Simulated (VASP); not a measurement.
Crystal: HfC (NiAs type).

```xyz
4
Lattice="3.8346 0.0000 0.0000 -1.9173 3.3209 0.0000 0.0000 0.0000 5.9437" Properties=species:S:1:pos:R:3 pbc="T T T"
Hf    0.0000    0.0000    0.0000
Hf    0.0000    0.0000    2.9718
C     0.0000    2.2139    1.4859
C     1.9173    1.1070    4.4578
```

```yaml
Program: VASP 6.6.1
Task: relaxation of cell and atoms
Functional: PBE
Potentials_or_basis: VASP PAW PBE potentials, release 64 (Hf_pv, C)
Cutoff: 600 eV
k_mesh: 10 × 10 × 6
Occupations: fermi-dirac, width 0.05 eV
Spin: no spin polarisation
```

At the start: pressure -33.5 GPa; volume 18.92 Å³/atom.

Question: How do energy, volume and symmetry change on relaxing?

Answer: Over 16 steps the energy falls by 969.6 meV/atom and the volume is 13.27 Å³/atom (-29.9 %); space group P6_3/mmc (No. 194, to 0.1 Å) before and after.

The path:
| step | energy change (eV) | largest force (eV/Å) | pressure (GPa) | volume (Å³) |
| --- | --- | --- | --- | --- |
| 1 | 0.0000 | 0.0000 | -33.47 | 75.69 |
| 2 | -0.2605 | 0.0000 | 107.02 | 39.67 |
| 3 | -3.8074 | 0.0000 | -1.18 | 53.66 |
| 4 | -3.8210 | 0.0000 | 1.69 | 52.91 |
| 5 | -3.8223 | 0.0000 | 3.33 | 52.51 |
| 6 | -3.8231 | 0.0000 | -2.12 | 53.38 |
| 7 | -3.8781 | 0.0000 | 0.44 | 52.96 |
| 8 | -3.8781 | 0.0000 | 0.49 | 52.95 |
| 9 | -3.8780 | 0.0000 | -0.42 | 53.19 |
| 10 | -3.8782 | 0.0000 | 0.04 | 53.06 |
| 11 | -3.8782 | 0.0000 | 0.06 | 53.06 |
| 12 | -3.8782 | 0.0000 | -0.20 | 53.13 |
| 13 | -3.8782 | 0.0000 | 0.01 | 53.07 |
| 14 | -3.8782 | 0.0000 | 0.01 | 53.07 |
| 15 | -3.8783 | 0.0000 | -0.01 | 53.08 |
| 16 | -3.8783 | 0.0000 | -0.02 | 53.07 |

Final structure:
```
Hf C
1.0
     3.26257    0.00000    0.00000
    -1.63129    2.82547    0.00000
     0.00000    0.00000    5.75731
Hf C
2 2
Direct
  0.00000 0.00000 0.00000
  0.00000 0.00000 0.50000
  0.33333 0.66667 0.25000
  0.66667 0.33333 0.75000
```

Caveat: the volume moved by over 15 % at a fixed basis, so the end points are rough.
